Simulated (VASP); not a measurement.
# Ta in VASP: a series of runs

Ta is run at these levels: PBE; tasks: single point.

Program: VASP 6.6.1. These are calculated values, not measurements. Logs are shortened: lines on timing, memory, paths and dates and some standing lists are left out, and cuts for length are marked.

### Step 1. The cell of the first run

The typed cell holds 1 atom: a = 2.942 Å, b = 2.942 Å, c = 2.942 Å, α = 120.00°, β = 120.00°, γ = 90.01°.

### Step 2. Single point, PBE

INCAR reads:

```
ALGO = Fast ; EDIFF = 1E-7
ENCUT = 520 ; GGA = PE
ISIF = 2 ; ISMEAR = 0
LASPH = T ; LCHARG = F
LREAL = F ; LWAVE = F
NBANDS = 12 ; NELM = 80
PREC = Accurate ; SIGMA = 0.15
```

KPOINTS reads:

```
k-points
0
Gamma
  22 22 22
```

POSCAR reads:

```
Ta
1.0
   -1.4711972949      1.4711972949      2.0802729750
    1.4711972949     -1.4711972949      2.0802729750
    1.4711972949      1.4711972949     -2.0802729750
Ta
1
Direct
    0.0000000000      0.0000000000      0.0000000000
```

Potentials or basis: VASP PAW PBE potentials, release 64 (Ta_pv).

Run with:

```bash
$ cat potpaw_PBE.64/Ta_pv/POTCAR > POTCAR
$ mpirun -np 1 vasp_std > vasp.out
```

OUTCAR:

```text
EDIFF = 1E-7
   ENCUT = 520
   GGA = PE
   ISIF = 2
   ISMEAR = 0
   LASPH = T
   LREAL = F
   NELM = 80
   PREC = Accurate

 ion  position               nearest neighbor table
   1  0.000  0.000  0.000-

  LATTYP: Found a body centered tetragonal cell.
 ALAT       =     2.9423945898
 C/A-ratio  =     1.4140000000

  Lattice vectors:

 A1 = (  -1.4711972949,   1.4711972949,   2.0802729750)
 A2 = (   1.4711972949,  -1.4711972949,   2.0802729750)
 A3 = (   1.4711972949,   1.4711972949,  -2.0802729750)

Analysis of symmetry for initial positions (statically):
=====================================================================
 Subroutine PRICEL returns:
 Original cell was already a primitive cell.

 Routine SETGRP: Setting up the symmetry group for a
 body centered tetragonal supercell.

 Subroutine GETGRP returns: Found 16 space group operations
 (whereof 16 operations were pure point group operations)
 out of a pool of 16 trial point group operations.

The static configuration has the point symmetry D_4h.

Analysis of symmetry for dynamics (positions and initial velocities):
=====================================================================
 Subroutine PRICEL returns:
 Original cell was already a primitive cell.

 Routine SETGRP: Setting up the symmetry group for a
 body centered tetragonal supercell.

 Subroutine GETGRP returns: Found 16 space group operations
 (whereof 16 operations were pure point group operations)
 out of a pool of 16 trial point group operations.

The dynamic configuration has the point symmetry D_4h.

 Subroutine INISYM returns: Found 16 space group operations
 (whereof 16 operations are pure point group operations),
 and found     1 'primitive' translations

----------------------------------------------------------------------------------------

                                     Primitive cell

  volume of cell :      18.0104

  direct lattice vectors                    reciprocal lattice vectors
    -1.471197295  1.471197295  2.080272975     0.000000000  0.339859244  0.240353072
     1.471197295 -1.471197295  2.080272975     0.339859244  0.000000000  0.240353072
     1.471197295  1.471197295 -2.080272975     0.339859244  0.339859244  0.000000000

  length of vectors
     2.942172431  2.942172431  2.942172431     0.416261822  0.416261822  0.480633552

  position of ions in fractional coordinates (direct lattice)
     0.000000000  0.000000000  0.000000000

  ion indices of the primitive-cell ions
   primitive index   ion index
                 1           1

----------------------------------------------------------------------------------------

 KPOINTS: k-points

Automatic generation of k-mesh.
 Grid dimensions read from file:
 generate k-points for:   22   22   22

 Generating k-lattice:

  Cartesian coordinates                     Fractional coordinates (reciprocal lattice)
     0.000000000  0.015448147  0.010925140     0.045454545  0.000000000 -0.000000000
     0.015448147  0.000000000  0.010925140     0.000000000  0.045454545 -0.000000000
     0.015448147  0.015448147  0.000000000     0.000000000  0.000000000  0.045454545

  Length of vectors
     0.018920992  0.018920992  0.021846980

  Shift w.r.t. Gamma in fractional coordinates (k-lattice)
     0.000000000  0.000000000  0.000000000

 Subroutine IBZKPT returns following result:
 ===========================================

 Found    834 irreducible k-points:

 Following reciprocal coordinates:
            Coordinates               Weight
  0.000000  0.000000  0.000000      1.000000
  0.045455  0.000000  0.000000      8.000000
  0.090909  0.000000  0.000000      8.000000
  0.136364 -0.000000  0.000000      8.000000
  0.181818  0.000000 -0.000000      8.000000
  0.227273 -0.000000  0.000000      8.000000
[... 16 lines left out ...]
  0.500000  0.045455  0.000000     16.000000
 -0.454545  0.045455 -0.000000     16.000000
 [... further k-points ...]
   k-points           NKPTS =    834   k-points in BZ     NKDIM =    834   number of bands    NBANDS=     12
   number of dos      NEDOS =    301   number of ions     NIONS =      1
   total plane-waves  NPLWV =  13824
   dimension x,y,z NGX =    24 NGY =   24 NGZ =   24
   dimension x,y,z NGXF=    48 NGYF=   48 NGZF=   48
   ions per type =               1
   NGX,Y,Z   is equivalent  to a cutoff of  13.56, 13.56, 13.56 a.u.
   NGXF,Y,Z  is equivalent  to a cutoff of  27.12, 27.12, 27.12 a.u.
 SYSTEM =  unknown system
   PREC   = accura    normal or accurate (medium, high low for compatibility)
   ISTART =      0    job   : 0-new  1-cont  2-samecut
   ICHARG =      2    charge: 1-file 2-atom 10-const
   ISPIN  =      1    spin polarized calculation?
   LNONCOLLINEAR =      F non collinear calculations
   LSORBIT =      F    spin-orbit coupling
   LASPH  =      T    aspherical Exc in radial PAW
   ENCUT  =  520.0 eV  38.22 Ry    6.18 a.u.   5.47  5.47  5.47*2*pi/ulx,y,z
   NELM   =     80;   NELMIN=  2; NELMDL= -5     # of ELM steps
   EDIFF  = 0.1E-06   stopping-criterion for ELM
   LREAL  =      F    real-space projection
   EDIFFG = 0.1E-05   stopping-criterion for IOM
   NSW    =      0    number of steps for IOM
   IBRION =     -1    ionic relax: 0-MD 1-quasi-New 2-CG
   NFREE  =      0    steps in history (QN), initial steepest desc. (CG)
   ISIF   =      2    stress and relaxation
   ISYM   =      2    0-nonsym 1-usesym 2-fastsym
   POTIM  = 0.5000    time-step for ionic-motion
   TEBEG  =    0.0;   TEEND  =   0.0 temperature during run
   PSTRESS=    0.0 pullay stress
   NELECT =      11.0000    total number of electrons
   NUPDOWN=      -1.0000    fix difference up-down
   EMIN   =  10.00;   EMAX   =-10.00  energy-range for DOS
   EFERMI =   0.00;   METHOD = LEGACY
   ISMEAR =     0;   SIGMA  =   0.15  broadening in eV -4-tet -1-fermi 0-gaus
   EFERMI_NEDOS =   21; number of points for ismear=-14 and -15
   IALGO  =     68    algorithm
   IMIX   =      4    mixing-type and parameters
     AMIX     =   0.40;   BMIX     =  1.00
     AMIX_MAG =   1.60;   BMIX_MAG =  1.00
  volume/ion in A,a.u.               =      18.01       121.54
  Fermi-wavevector in a.u.,A,eV,Ry     =   1.388988  2.624806 26.249534  1.929286
  Thomas-Fermi vector in A             =   2.513061
   LORBIT       =      0    0 simple, 1 ext, 2 COOP (PROOUT), +10 PAW based schemes
   GGA     = PE    functional components
   LHFCALC =     F    Hartree Fock is set to
   AEXX    =    0.0000 exact exchange contribution
   IVDW    =     0    specifies the selected vdW correction
   LEPSILON=     F    determine dielectric tensor
   LRPA    =     F    only Hartree local field effects (RPA)
 non-spin polarized calculation
 RMM-DIIS sequential band-by-band and
 Gauss-broadening in eV      SIGMA  =   0.15
  energy-cutoff  :      520.00
  volume of cell :       18.01
 maximum number of plane-waves:       531
 NGX is ok and might be reduce to    24
   NGX = 11   NGY = 11   NGZ = 11

 number of electron      11.0000001 magnetization

 Free energy of the ion-electron system (eV)
  ---------------------------------------------------
  ext. energy  EPLUGINS =         0.00000000
  ---------------------------------------------------
  free energy    TOTEN  =       -11.55694447 eV

  energy without entropy =      -11.54352587  energy(sigma->0) =      -11.55023517

 E-fermi :   5.8828     XC(G=0): -12.6212

 val. band max:        5.8827084521   @ k =   0.5000   0.0455   0.0000
 cond. band min:       5.8838807800   @ k =  -0.3636   0.5000   0.2727
 fundamental gap:      0.0011723279
 Fermi energy:         5.8828107304

 k-point     1 :       0.0000    0.0000    0.0000
  band No.  band energies     occupation
      1     -27.5991      2.00000
      2     -27.5991      2.00000
      3     -27.5991      2.00000
      4      -2.4323      2.00000
      5       6.3042      0.00007
      6       6.3042      0.00007
      7       6.3063      0.00007
      8       9.4767      0.00000
      9       9.4796      0.00000
     10      18.4557      0.00000
     11      20.1430      0.00000
     12      23.5151      0.00000

 k-point     2 :       0.0455    0.0000    0.0000
  band No.  band energies     occupation
      1     -27.6247      2.00000
      2     -27.6023      2.00000
      3     -27.6023      2.00000
      4      -2.3444      2.00000
      5       6.2266      0.00119
      6       6.3467      0.00001
      7       6.3481      0.00001
      8       9.4328      0.00000
      9       9.4356      0.00000
     10      18.6429      0.00000
     11      20.1429      0.00000
     12      23.0273      0.00000

 k-point     3 :       0.0909    0.0000    0.0000
  band No.  band energies     occupation
      1     -27.6990      2.00000
      2     -27.6116      2.00000
      3     -27.6115      2.00000
      4      -2.0869      2.00000
      5       6.0139      0.21637
      6       6.4636      0.00000
      7       6.4650      0.00000
      8       9.3220      0.00000
      9       9.3247      0.00000
     10      19.1649      0.00000
     11      20.1424      0.00000
     12      22.0803      0.00000

 k-point     4 :       0.1364   -0.0000    0.0000
  band No.  band energies     occupation
      1     -27.8146      2.00000
      2     -27.6262      2.00000
      3     -27.6261      2.00000
      4      -1.6786      2.00000
      5       5.7234      1.86710
      6       6.6185      0.00000
      7       6.6200      0.00000
      8       9.2066      0.00000
      9       9.2089      0.00000
     10      19.8240      0.00000
     11      20.1418      0.00000
     12      21.2360      0.00000

 k-point     5 :       0.1818    0.0000   -0.0000
  band No.  band energies     occupation
      1     -27.9603      2.00000
      2     -27.6449      2.00000
      3     -27.6448      2.00000
      4      -1.1533      2.00000
      5       5.4265      1.99998
      6       6.7434      0.00000
      7       6.7451      0.00000
      8       9.1842      0.00000
      9       9.1860      0.00000
     10      19.6847      0.00000
     11      20.1462      0.00000
     12      21.4298      0.00000
[... 228 lines left out ...]
      1     -28.6988      2.00000
      2     -27.7692      2.00000
      3     -27.7425      2.00000
      4       1.1027      2.00000
      5       5.9406      0.58613
      6       6.1996      0.00282
      7       6.2894      0.00013
      8      11.3165      0.00000
      9      11.9099      0.00000
     10      16.7253      0.00000
     11      18.9534      0.00000
     12      20.1517      0.00000

 k-point    22 :       0.4545    0.0455    0.0000
  band No.  band energies     occupation
      1     -28.7485      2.00000
      2     -27.7724      2.00000
      3     -27.7537      2.00000
      4       1.1531      2.00000
      5       5.9035      0.84563
      6       6.1355      0.01722
      7       6.6015      0.00000
      8      11.7635      0.00000
      9      12.1137      0.00000
     10      16.4565      0.00000
     11      18.3422      0.00000
     12      20.1495      0.00000

 k-point    23 :       0.5000    0.0455    0.0000
  band No.  band energies     occupation
      1     -28.7558      2.00000
      2     -27.7691      2.00000
      3     -27.7591      2.00000
      4       1.1586      2.00000
      5       5.8827      1.00077
      6       6.1358      0.01709
      7       6.6571      0.00000
      8      11.9619      0.00000
      9      12.0186      0.00000
     10      16.4103      0.00000
     11      18.2528      0.00000
     12      20.1493      0.00000

 k-point    24 :      -0.4545    0.0455   -0.0000
  band No.  band energies     occupation
      1     -28.7202      2.00000
      2     -27.7595      2.00000
      3     -27.7582      2.00000
      4       1.1249      2.00000
      5       5.9018      0.85759
      6       6.1991      0.00286
      7       6.4053      0.00000
      8      11.6410      0.00000
      9      11.8643      0.00000
     10      16.6152      0.00000
     11      18.6903      0.00000
     12      20.1505      0.00000

 [... further k-points ...]

------------------------ aborting loop because EDIFF is reached ----------------------------------------

  FORCE on cell =-STRESS in cart. coord.  units (eV):
  Direction    XX          YY          ZZ          XY          YZ          ZX
  --------------------------------------------------------------------------------------
  -------------------------------------------------------------------------------------
  Total        1.0453762      1.0453762      1.0426626      0.0000000      0.0000000      0.0000000
  in kB       92.9953068     92.9953068     92.7539061      0.0000000      0.0000000      0.0000000
  external PRESSURE =      92.9148399 kB  Pullay stress =       0.0000000 kB

 VOLUME and BASIS-vectors are now :
 -----------------------------------------------------------------------------
  energy-cutoff  :      520.00
  volume of cell :       18.01
      direct lattice vectors                 reciprocal lattice vectors
    -1.471197295  1.471197295  2.080272975     0.000000000  0.339859244  0.240353072
     1.471197295 -1.471197295  2.080272975     0.339859244  0.000000000  0.240353072
     1.471197295  1.471197295 -2.080272975     0.339859244  0.339859244  0.000000000

 POSITION                                       TOTAL-FORCE (eV/Angst)
 -----------------------------------------------------------------------------------
      0.00000      0.00000      0.00000        -0.000000      0.000000     -0.000000
 -----------------------------------------------------------------------------------
    total drift:                                0.000000      0.000000     -0.000000

  FREE ENERGIE OF THE ION-ELECTRON SYSTEM (eV)
  ---------------------------------------------------
  free  energy   TOTEN  =       -11.5569444709 eV

  energy  without entropy=      -11.5435258675  energy(sigma->0) =      -11.55023517
```

Wall time 1.7 min (1 thread of Intel Xeon 6975P-C, shared host); peak memory 0.3 GiB.

Results:

```
Free energy : -11.5569 eV
Pressure    : 9.3 GPa
```

Caveat: spin-orbit coupling is left out, which moves the levels of the heavy elements.

### Step 3. Single point, PBE

INCAR reads:

```
ALGO = Fast ; EDIFF = 1E-7
ENCUT = 520 ; GGA = PE
ISIF = 2 ; ISMEAR = 0
LASPH = True ; LCHARG = False
LREAL = False ; LWAVE = False
NBANDS = 12 ; NELM = 60
PREC = Accurate ; SIGMA = 0.15
```

KPOINTS is that of step 2.

POSCAR reads:

```
Ta
1.0
   -1.4425259498      1.4425259498      2.1637889247
    1.4425259498     -1.4425259498      2.1637889247
    1.4425259498      1.4425259498     -2.1637889247
Ta
1
Direct
    0.0000000000      0.0000000000      0.0000000000
```

Potentials or basis: VASP PAW PBE potentials, release 64 (Ta_pv).

Run with:

```bash
$ cat potpaw_PBE.64/Ta_pv/POTCAR > POTCAR
$ mpirun -np 1 vasp_std > vasp.out
```

OUTCAR:

```text
EDIFF = 1E-7
   ENCUT = 520
   GGA = PE
   ISIF = 2
   ISMEAR = 0
   LASPH = True
   LREAL = False
   NELM = 60
   PREC = Accurate

 ion  position               nearest neighbor table
   1  0.000  0.000  0.000-

  LATTYP: Found a body centered tetragonal cell.
 ALAT       =     2.8850518996
 C/A-ratio  =     1.5000000000

  Lattice vectors:

 A1 = (  -1.4425259498,   1.4425259498,   2.1637889247)
 A2 = (   1.4425259498,  -1.4425259498,   2.1637889247)
 A3 = (   1.4425259498,   1.4425259498,  -2.1637889247)
[... 540 lines left out ...]
     12      20.1634      0.00000

 [... further k-points ...]

------------------------ aborting loop because EDIFF is reached ----------------------------------------

  FORCE on cell =-STRESS in cart. coord.  units (eV):
  Direction    XX          YY          ZZ          XY          YZ          ZX
  --------------------------------------------------------------------------------------
  -------------------------------------------------------------------------------------
  Total        0.6806259      0.6806259      1.5497853      0.0000000      0.0000000      0.0000000
  in kB       60.5475967     60.5475967    137.8668835      0.0000000      0.0000000      0.0000000
  external PRESSURE =      86.3206923 kB  Pullay stress =       0.0000000 kB

 VOLUME and BASIS-vectors are now :
 -----------------------------------------------------------------------------
  energy-cutoff  :      520.00
  volume of cell :       18.01
      direct lattice vectors                 reciprocal lattice vectors
    -1.442525950  1.442525950  2.163788925     0.000000000  0.346614215  0.231076143
     1.442525950 -1.442525950  2.163788925     0.346614215  0.000000000  0.231076143
     1.442525950  1.442525950 -2.163788925     0.346614215  0.346614215  0.000000000

 POSITION                                       TOTAL-FORCE (eV/Angst)
 -----------------------------------------------------------------------------------
      0.00000      0.00000      0.00000         0.000000      0.000000      0.000000
 -----------------------------------------------------------------------------------
    total drift:                                0.000000      0.000000      0.000000

  FREE ENERGIE OF THE ION-ELECTRON SYSTEM (eV)
  ---------------------------------------------------
  free  energy   TOTEN  =       -11.5755313612 eV

  energy  without entropy=      -11.5614265414  energy(sigma->0) =      -11.56847895
```

Wall time 1.9 min (1 thread of Intel Xeon 6975P-C, shared host); peak memory 0.29 GiB.

Results:

| Item | Value |
| --- | --- |
| Free energy | -11.5755 eV |
| Pressure | 8.6 GPa |

Stress tensor (GPa, compression positive):
```
 6.05  0.00  0.00
 0.00  6.05  0.00
 0.00  0.00 13.79
```

Levels at points of the mesh, in eV from the Fermi level:
```tsv
k point	band 2	band 3	band 4	band 5	band 6	band 7	band 8	band 9
(0.00, 0.00, 0.00)	-33.43	-33.43	-8.28	-0.06	0.76	0.76	3.00	4.20
(0.50, 0.00, 0.00)	-33.64	-33.54	-4.76	-0.20	0.66	0.86	5.88	6.32
(0.50, 0.50, 0.00)	-33.97	-33.82	-4.58	-3.54	3.53	5.97	6.36	7.31
(0.50, 0.50, 0.50)	-33.78	-33.78	-4.66	-3.44	2.45	6.19	6.81	6.81
```

Caveat: spin-orbit coupling is left out, which moves the levels of the heavy elements.
